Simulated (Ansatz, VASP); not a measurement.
Two plane-wave programs on CdS

```
Cd S
1.0
     4.12453    0.00000    0.00000
    -2.06227    3.57195    0.00000
     0.00000    0.00000    6.70921
Cd S
2 2
Direct
  0.33333 0.66667 0.98168
  0.66667 0.33333 0.48168
  0.33333 0.66667 0.39532
  0.66667 0.33333 0.89532
```

Change from the starting cell: polar distortion scaled by 0.70.

Alike in both runs: task single point; functional LDA; k mesh 9 × 9 × 4; no spin polarisation.

|  | VASP | Ansatz |
| --- | --- | --- |
| version | VASP 6.6.1 | Ansatz 0.2.0 |
| potentials or method | VASP PAW LDA potentials, release 64 (Cd, S), cutoff 520 eV | scalar-relativistic, plane waves, PAW |
| occupations | gaussian, width 0.01 eV | fixed |
| valence electrons in the cell | 36 | 52 |

VASP gave:

```
gap on the k mesh at the Fermi level (eV)                     : 1.10
least direct gap on the mesh (eV)                             : 1.10
pressure (GPa)                                                : -0.6
traceless stress, the component that is largest in VASP (GPa) : -3.82
rms of the force components (eV/Å)                            : 0.378
```

Q: Which values does Ansatz return?

A: gap on the k mesh at the Fermi level (eV): 1.07; least direct gap on the mesh (eV): 1.07; pressure (GPa): -1.1; traceless stress, the component that is largest in VASP (GPa): -3.55; rms of the force components (eV/Å): 0.362.

Ansatz warns that its potentials were made for another functional, while VASP's fit it. LDA's correlation is that of Perdew and Zunger in VASP and of Perdew and Wang (1992) in Ansatz. Atom by atom the forces differ by 0.015 eV/Å (rms over components). VASP's potentials hold 36 valence electrons a cell and Ansatz's 52, so a difference there can come from the potentials and not from the codes.
